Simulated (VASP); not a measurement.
Si (a cell with a defect), 17 atoms in the cell. The cell holds a defect, 17 atoms: a = 7.679 Å, b = 7.679 Å, c = 7.679 Å, α = 60.00°, β = 60.00°, γ = 60.00°. 

| Property | Result |
| --- | --- |
| Program | VASP 6.6.1 |
| Task | single point |
| Functional | LDA |
| Potentials or basis | VASP PAW LDA potentials, release 64 (Si) |
| Cutoff | 520 eV |
| k mesh | 2 × 2 × 2 |
| Occupations | fermi-dirac, width 0.02 eV |
| Spin | no spin polarisation |
| Dipole correction | no |
| Further INCAR settings | LREAL = Auto; ALGO = Normal; EDIFF = 1e-06; NBANDS = 48 |

Potentials or basis: VASP PAW LDA potentials, release 64 (Si).

Run with:

```bash
$ cat potpaw_LDA.64/Si/POTCAR > POTCAR
$ mpirun -np 1 vasp_std > vasp.out
```

Hardware: 1 thread of Intel(R) Xeon(R) 6975P-C (Granite Rapids), on a shared host.

Problem. Estimate the wall time of this run.

Solution. Wall time 2.1 min on 1 thread of Intel(R) Xeon(R) 6975P-C (Granite Rapids), with other jobs on the host, peak memory 0.37 GiB. Counts: scf iterations 13, k points 8.
